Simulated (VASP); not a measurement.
# N: single point with LDA

N:

```
N
1.0
     3.73128    0.00000    0.00000
    -1.86564    3.23138    0.00000
     0.00000    0.00000    5.57152
N
2
Direct
  0.33333 0.66667 0.25000
  0.66667 0.33333 0.75000
```

This cell differs from its parent crystal: ratio of the length along z to the lengths across it x 0.92, volume and fractional coordinates fixed.

```yaml
Program: VASP 6.6.1
Task: single point
Functional: LDA
Potentials_or_basis: VASP PAW LDA potentials, release 64 (N)
Cutoff: 520 eV
k_mesh: 12 × 12 × 6
Occupations: gaussian, width 0.05 eV
Spin: collinear spin, ferromagnetic start
Starting_moments: "[3.18, 3.18] μB"
Dipole_correction: no
Further_INCAR_settings: ALGO = Normal; EDIFF = 1e-07; NBANDS = 16
```

```json
{
  "Pressure": "-0.4 GPa",
  "Band gap on the k mesh": "2.07 eV",
  "Net moment": "6.00 μB per cell",
  "Site moments": "N +1.93 μB",
  "Valence electrons inside the program's atomic spheres": "N 3.24"
}
```

Stress tensor (GPa, compression positive):
```
-0.40  0.00  0.00
 0.00 -0.40  0.00
 0.00  0.00 -0.30
```

Levels at points of the mesh, in eV from the valence-band top:
Spin up:
```
           k point  band 4  band 5  band 6  band 7  band 8  band 9  band 10  band 11  band 12  band 13
(0.00, 0.00, 0.00)   -0.32   -0.32   -0.14   -0.14    0.00    6.77    10.57    11.46    16.51    16.51
(0.50, 0.00, 0.00)   -0.89   -0.78   -0.58   -0.36   -0.21   10.10    10.34    11.84    12.32    13.97
(0.00, 0.00, 0.50)   -0.76   -0.23   -0.23   -0.23   -0.23    8.21     8.21    14.71    14.71    16.78
(0.50, 0.00, 0.50)   -1.31   -0.40   -0.40   -0.30   -0.30   10.46    10.46    11.53    11.53    14.90
```
Spin down:
```tsv
k point	band 1	band 2	band 3	band 4	band 5	band 6	band 7
(0.00, 0.00, 0.00)	-8.14	-7.53	2.07	3.82	3.82	4.10	4.10
(0.50, 0.00, 0.00)	-7.68	-7.49	2.25	2.84	3.06	3.41	3.71
(0.00, 0.00, 0.50)	-7.85	-7.85	3.01	3.01	3.96	3.96	3.96
(0.50, 0.00, 0.50)	-7.58	-7.58	2.17	2.17	3.69	3.69	3.82
```

It took 47 s on 1 thread of Intel(R) Xeon(R) 6975P-C (Granite Rapids) (shared host), peak memory 0.22 GiB.

 A k mesh can miss the band edges.
